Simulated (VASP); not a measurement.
# Ga in VASP: further runs

Ga is run at these levels: revPBE; tasks: single point.

All numbers are computed with VASP 6.6.1; they aren't measurements. Logs are shortened: lines on timing, memory, paths and dates and some standing lists are left out, and cuts for length are marked.

### 1 The cell of the first run

The typed cell holds 2 atoms: a = 4.505 Å, b = 4.505 Å, c = 3.277 Å, α = 90.00°, β = 90.00°, γ = 143.68°.

### 2 Single point, revPBE

File INCAR:

```
PREC = Accurate
ENCUT = 520
EDIFF = 1E-6
ISMEAR = -1
SIGMA = 0.1
LREAL = False
LASPH = True
NELM = 80
ALGO = Normal
ISIF = 2
LWAVE = False
LCHARG = False
GGA = RE
NBANDS = 20
```

File KPOINTS:

```
Automatic mesh
0
Gamma
  12 12 10
```

File POSCAR:

```
Ga
1.0
    1.4036650962     -4.2805573323      0.0251939320
    1.4036650962      4.2805573323      0.0251939320
   -0.0585440605      0.0000000000      3.2762635616
Ga
2
Direct
    0.8677114022      0.1322885978      0.2500000000
    0.1322885978      0.8677114022      0.7500000000
```

Potentials or basis: VASP PAW PBE potentials, release 64 (Ga_d).

Started as:

```sh
> cat potpaw_PBE.64/Ga_d/POTCAR > POTCAR
> mpirun -np 1 vasp_std > vasp.out
```

OUTCAR:

```text
PREC = Accurate
   ENCUT = 520
   EDIFF = 1E-6
   ISMEAR = -1
   LREAL = False
   LASPH = True
   NELM = 80
   ISIF = 2
   GGA = RE

 ion  position               nearest neighbor table
   1  0.868  0.132  0.250-   2 2.80   2 2.80
   2  0.132  0.868  0.750-   1 2.80   1 2.80

  LATTYP: Found a base centered monoclinic cell.
 ALAT       =     2.8077823537
 B/A-ratio  =     3.0490663399
 C/A-ratio  =     1.1670372463
 COS(beta)  =    -0.0000794972

  Lattice vectors:

 A1 = (  -1.4036650962,   4.2805573323,  -0.0251939320)
 A2 = (  -1.4036650962,  -4.2805573323,  -0.0251939320)
 A3 = (  -0.0585440605,   0.0000000000,   3.2762635616)

Analysis of symmetry for initial positions (statically):
=====================================================================
 Subroutine PRICEL returns:
 Original cell was already a primitive cell.

 Routine SETGRP: Setting up the symmetry group for a
 base centered monoclinic supercell.

 Subroutine GETGRP returns: Found  4 space group operations
 (whereof  2 operations were pure point group operations)
 out of a pool of  4 trial point group operations.

The static configuration has the point symmetry S_2 .
 The point group associated with its full space group is C_2h.

Analysis of symmetry for dynamics (positions and initial velocities):
=====================================================================
 Subroutine PRICEL returns:
 Original cell was already a primitive cell.

 Routine SETGRP: Setting up the symmetry group for a
 base centered monoclinic supercell.

 Subroutine GETGRP returns: Found  4 space group operations
 (whereof  2 operations were pure point group operations)
 out of a pool of  4 trial point group operations.

The dynamic configuration has the point symmetry S_2 .
 The point group associated with its full space group is C_2h.

 Subroutine INISYM returns: Found  4 space group operations
 (whereof  2 operations are pure point group operations),
 and found     1 'primitive' translations

----------------------------------------------------------------------------------------

                                     Primitive cell

[... 74 lines left out ...]
   total plane-waves  NPLWV =  31104
   dimension x,y,z NGX =    36 NGY =   36 NGZ =   24
   dimension x,y,z NGXF=    72 NGYF=   72 NGZF=   48
   ions per type =               2
   NGX,Y,Z   is equivalent  to a cutoff of  13.29, 13.29, 12.18 a.u.
   NGXF,Y,Z  is equivalent  to a cutoff of  26.57, 26.57, 24.35 a.u.
 SYSTEM =  unknown system
   PREC   = accura    normal or accurate (medium, high low for compatibility)
   ISTART =      0    job   : 0-new  1-cont  2-samecut
   ICHARG =      2    charge: 1-file 2-atom 10-const
   ISPIN  =      1    spin polarized calculation?
   LNONCOLLINEAR =      F non collinear calculations
   LSORBIT =      F    spin-orbit coupling
   LASPH  =      T    aspherical Exc in radial PAW
   ENCUT  =  520.0 eV  38.22 Ry    6.18 a.u.   8.38  8.38  6.09*2*pi/ulx,y,z
   NELM   =     80;   NELMIN=  2; NELMDL= -5     # of ELM steps
   EDIFF  = 0.1E-05   stopping-criterion for ELM
   LREAL  =      F    real-space projection
   EDIFFG = 0.1E-04   stopping-criterion for IOM
   NSW    =      0    number of steps for IOM
   IBRION =     -1    ionic relax: 0-MD 1-quasi-New 2-CG
   NFREE  =      0    steps in history (QN), initial steepest desc. (CG)
   ISIF   =      2    stress and relaxation
   ISYM   =      2    0-nonsym 1-usesym 2-fastsym
   POTIM  = 0.5000    time-step for ionic-motion
   TEBEG  =    0.0;   TEEND  =   0.0 temperature during run
   PSTRESS=    0.0 pullay stress
   NELECT =      26.0000    total number of electrons
   NUPDOWN=      -1.0000    fix difference up-down
   EMIN   =  10.00;   EMAX   =-10.00  energy-range for DOS
   EFERMI =   0.00;   METHOD = LEGACY
   ISMEAR =    -1;   SIGMA  =   0.10  broadening in eV -4-tet -1-fermi 0-gaus
   EFERMI_NEDOS =   21; number of points for ismear=-14 and -15
   IALGO  =     38    algorithm
   IMIX   =      4    mixing-type and parameters
     AMIX     =   0.40;   BMIX     =  1.00
     AMIX_MAG =   1.60;   BMIX_MAG =  1.00
  volume/ion in A,a.u.               =      19.69       132.89
  Fermi-wavevector in a.u.,A,eV,Ry     =   1.425483  2.693772 27.647054  2.032001
  Thomas-Fermi vector in A             =   2.545862
   LORBIT       =      0    0 simple, 1 ext, 2 COOP (PROOUT), +10 PAW based schemes
   GGA     = RE    functional components
   LHFCALC =     F    Hartree Fock is set to
   AEXX    =    0.0000 exact exchange contribution
   IVDW    =     0    specifies the selected vdW correction
   LEPSILON=     F    determine dielectric tensor
   LRPA    =     F    only Hartree local field effects (RPA)
 non-spin polarized calculation
  energy-cutoff  :      520.00
  volume of cell :       39.38
 maximum number of plane-waves:      1084
 NGX is ok and might be reduce to    36
   NGX = 17   NGY = 17   NGZ = 13

 number of electron      26.0000020 magnetization

 Free energy of the ion-electron system (eV)
  ---------------------------------------------------
  ext. energy  EPLUGINS =         0.00000000
  ---------------------------------------------------
  free energy    TOTEN  =        -5.21077307 eV

  energy without entropy =       -5.18788197  energy(sigma->0) =       -5.19932752

 E-fermi :   5.2360     XC(G=0): -10.6655

 val. band max:        5.2199816125   @ k =  -0.0833   0.3333   0.2000
 cond. band min:       5.2500561204   @ k =  -0.0833  -0.3333   0.2000
 fundamental gap:      0.0300745079
 Fermi energy:         5.2359971606

 k-point     1 :       0.0000    0.0000    0.0000
  band No.  band energies     occupation
      1      -9.8775      2.00000
      2      -9.8450      2.00000
      3      -9.8430      2.00000
      4      -9.8118      2.00000
      5      -9.5859      2.00000
      6      -9.5810      2.00000
[... 541 lines left out ...]
     19      14.9725      0.00000
     20      17.5309      0.00000

 [... further k-points ...]
[... 5 lines left out ...]
  --------------------------------------------------------------------------------------
  -------------------------------------------------------------------------------------
  Total        0.0495418      0.0501464      0.0359744      0.0000000      0.0000000      0.0000374
  in kB        2.0154408      2.0400377      1.4634997      0.0000000      0.0000000      0.0015233
  external PRESSURE =       1.8396594 kB  Pullay stress =       0.0000000 kB

 VOLUME and BASIS-vectors are now :
 -----------------------------------------------------------------------------
  energy-cutoff  :      520.00
  volume of cell :       39.38
      direct lattice vectors                 reciprocal lattice vectors
     1.403665096 -4.280557332  0.025193932     0.356096115 -0.116807220  0.006363137
     1.403665096  4.280557332  0.025193932     0.356096115  0.116807220  0.006363137
    -0.058544061  0.000000000  3.276263562    -0.005476642  0.000000000  0.305127886

 POSITION                                       TOTAL-FORCE (eV/Angst)
 -----------------------------------------------------------------------------------
      1.38903     -3.14802      0.84426        -0.000000      0.000508     -0.000000
      1.35976      3.14802      2.48239         0.000000     -0.000508      0.000000
 -----------------------------------------------------------------------------------
    total drift:                               -0.000000     -0.000000      0.000000

  FREE ENERGIE OF THE ION-ELECTRON SYSTEM (eV)
  ---------------------------------------------------
  free  energy   TOTEN  =        -5.2107730709 eV

  energy  without entropy=       -5.1878819676  energy(sigma->0) =       -5.19932752
```

OSZICAR:

```text
N       E                     dE             d eps       ncg     rms          rms(c)
DAV:   1     0.133649311306E+03    0.13365E+03   -0.13274E+04 16632   0.242E+03
DAV:   2     0.649384912510E+01   -0.12716E+03   -0.12408E+03 16464   0.387E+02
DAV:   3    -0.506852111752E+01   -0.11562E+02   -0.11502E+02 17952   0.949E+01
DAV:   4    -0.524653153199E+01   -0.17801E+00   -0.17789E+00 18144   0.130E+01
DAV:   5    -0.524947405226E+01   -0.29425E-02   -0.29424E-02 18096   0.165E+00    0.128E+00
DAV:   6    -0.521729873500E+01    0.32175E-01   -0.69269E-02 21280   0.422E+00    0.689E-01
DAV:   7    -0.521134980772E+01    0.59489E-02   -0.16116E-02 22484   0.176E+00    0.188E-01
DAV:   8    -0.521074885218E+01    0.60096E-03   -0.20376E-03 16984   0.611E-01    0.178E-02
DAV:   9    -0.521077219786E+01   -0.23346E-04   -0.99190E-05 18160   0.103E-01    0.663E-03
DAV:  10    -0.521077330931E+01   -0.11114E-05   -0.59025E-06 17212   0.287E-02    0.113E-03
DAV:  11    -0.521077307093E+01    0.23838E-06   -0.55830E-07 10536   0.102E-02
   1 F= -.52107731E+01 E0= -.51993275E+01  d E =-.228911E-01
```

It took 2.3 min on 1 thread of AMD EPYC 9R45 (Zen 5), shared host; peak memory 0.34 GiB.

Results:

| Property | Result |
| --- | --- |
| Free energy | -5.2108 eV |
| Pressure | 0.2 GPa |
| Band gap on the k mesh | zero (bands 13 and 14 overlap by 8.52 eV) |

Levels at points of the mesh, in eV from the Fermi level:
| k point | band 11 | band 12 | band 13 | band 14 | band 15 | band 16 |
| --- | --- | --- | --- | --- | --- | --- |
| (0.00, 0.00, 0.00) | -10.80 | -2.47 | -2.46 | 2.50 | 6.06 | 9.18 |
| (0.50, 0.00, 0.00) | -5.91 | -4.86 | -1.54 | -0.45 | 5.69 | 6.64 |
| (0.50, 0.50, 0.00) | -9.02 | -8.36 | 4.45 | 5.18 | 5.92 | 5.92 |
| (0.00, 0.00, 0.50) | -7.27 | -7.27 | 1.28 | 1.28 | 1.73 | 1.73 |
| (0.50, 0.00, 0.50) | -2.55 | -2.55 | -1.42 | -1.42 | 1.87 | 1.87 |
| (0.50, 0.50, 0.50) | -5.84 | -5.84 | -4.07 | -4.07 | 10.07 | 10.07 |

Caveat: the PAW data sets were made with another functional, which shifts forces and pressure a little.

### 3 Single point, revPBE (17.33 Å³/atom)

This run uses another cell than the first one, of 17.33 Å³/atom.

File INCAR:

```
SYSTEM = Ga
PREC = Accurate
ENCUT = 520
EDIFF = 1E-7
ISMEAR = -1
SIGMA = 0.1
LREAL = .FALSE.
LASPH = .TRUE.
NELM = 80
ALGO = Normal
ISIF = 2
LWAVE = .FALSE.
LCHARG = .FALSE.
GGA = RE
NBANDS = 20
```

File KPOINTS:

```
regular mesh
0
G
  13 13 11
  0 0 0
```

File POSCAR:

```
Ga
1.0
    1.3451097629     -4.1019894803      0.0241429412
    1.3451097629      4.1019894803      0.0241429412
   -0.0561018348      0.0000000000      3.1395908572
Ga
2
Direct
    0.8677114022      0.1322885978      0.2500000000
    0.1322885978      0.8677114022      0.7500000000
```

Potentials or basis: VASP PAW PBE potentials, release 64 (Ga_d).

Started as:

```sh
> cat potpaw_PBE.64/Ga_d/POTCAR > POTCAR
> mpirun -np 1 vasp_std > vasp.out
```

It took 2.5 min on 1 thread of AMD EPYC 9R45 (Zen 5), shared host; peak memory 0.35 GiB.

The run converged. Its results:

- Free energy: -5.0929 eV
- Pressure: 8.0 GPa
- Largest force: 0.018 eV/Å
- Band gap on the k mesh: zero (bands 13 and 14 overlap by 8.96 eV)

Forces in eV/Å, atoms in the order of the input:
```
Ga   0.000  0.018  0.000
Ga   0.000 -0.018  0.000
```

Stress tensor (GPa, compression positive):
```
8.86 0.00 0.02
0.00 7.31 0.00
0.02 0.00 7.92
```

Levels at points of the mesh, in eV from the Fermi level:
```
           k point  band 11  band 12  band 13  band 14  band 15  band 16
(0.00, 0.00, 0.00)   -11.86    -2.96    -2.27     2.58     6.34    10.05
```

Caveat: the cell stands under pressure; the PAW data sets were made with another functional, which shifts forces and pressure a little.

### 4 Single point, revPBE (18.90 Å³/atom)

This run uses another cell than the first one, of 18.90 Å³/atom.

File INCAR:

```
SYSTEM = Ga
PREC = Accurate ; ENCUT = 520
EDIFF = 1E-6 ; ISMEAR = -1
SIGMA = 0.1 ; LREAL = .FALSE.
LASPH = .TRUE. ; NELM = 100
ALGO = Normal ; ISIF = 2
LWAVE = .FALSE. ; LCHARG = .TRUE.
GGA = RE ; LELF = .TRUE.
LVHAR = .TRUE. ; NBANDS = 20
```

KPOINTS is that of step 3.

File POSCAR:

```
Ga
1.0
    1.3846943235     -4.2227048711      0.0248534317
    1.3846943235      4.2227048711      0.0248534317
   -0.0577528276      0.0000000000      3.2319843018
Ga
2
Direct
    0.8677114022      0.1322885978      0.2500000000
    0.1322885978      0.8677114022      0.7500000000
```

Started as:

```sh
> cat potpaw_PBE.64/Ga_d/POTCAR > POTCAR
> mpirun -np 1 vasp_std > vasp.out
```

Wall time 2.8 min (1 thread of AMD EPYC 9R45 (Zen 5), shared host); peak memory 0.39 GiB.

Results (log left out):

| Property | Result |
| --- | --- |
| Free energy | -5.1890 eV |
| Pressure | 2.1 GPa |
| Largest force | 0.021 eV/Å |
| Band gap on the k mesh | zero (bands 13 and 14 overlap by 8.37 eV) |

Forces on the atoms (eV/Å):
```
Ga   0.000  0.021  0.000
Ga   0.000 -0.021  0.000
```

Stress tensor (GPa, compression positive):
```
3.04 0.00 0.02
0.00 1.22 0.00
0.02 0.00 2.03
```

Levels at points of the mesh, in eV from the Fermi level:
```
           k point  band 10  band 11  band 12  band 13  band 14  band 15  band 16  band 17
(0.00, 0.00, 0.00)   -14.72   -11.13    -2.62    -2.41     2.52     6.14     9.45    10.15
```

Caveat: the PAW data sets were made with another functional, which shifts forces and pressure a little.

### 5 Summary

| cell | k mesh | gap on the mesh (eV) | pressure (GPa) | largest force (eV/Å) |
| --- | --- | --- | --- | --- |
| a = 4.505, b = 4.505, c = 3.277 Å, angles 90.0, 90.0, 143.7°, 2 atoms | 12 × 12 × 10 | none | 0.2 | - |
| a = 4.317, b = 4.317, c = 3.140 Å, angles 90.0, 90.0, 143.7°, 2 atoms | 13 × 13 × 11 | none | 8.0 | 0.02 |
| a = 4.444, b = 4.444, c = 3.233 Å, angles 90.0, 90.0, 143.7°, 2 atoms | 13 × 13 × 11 | none | 2.1 | 0.02 |

Alike in all rows: task single point; level revPBE; potentials or basis VASP PAW PBE potentials, release 64 (Ga_d); no spin polarisation; cutoff (eV) 520; smearing fermi-dirac 0.1 eV.

Caveats: the PAW data sets were made with another functional, which shifts forces and pressure a little; the cell stands under pressure (at least some runs).

Total energies depend on the potentials used, so only differences within one code and one set of settings carry meaning.

The gap in the log of VASP goes by the Fermi energy; the results here count the filled bands.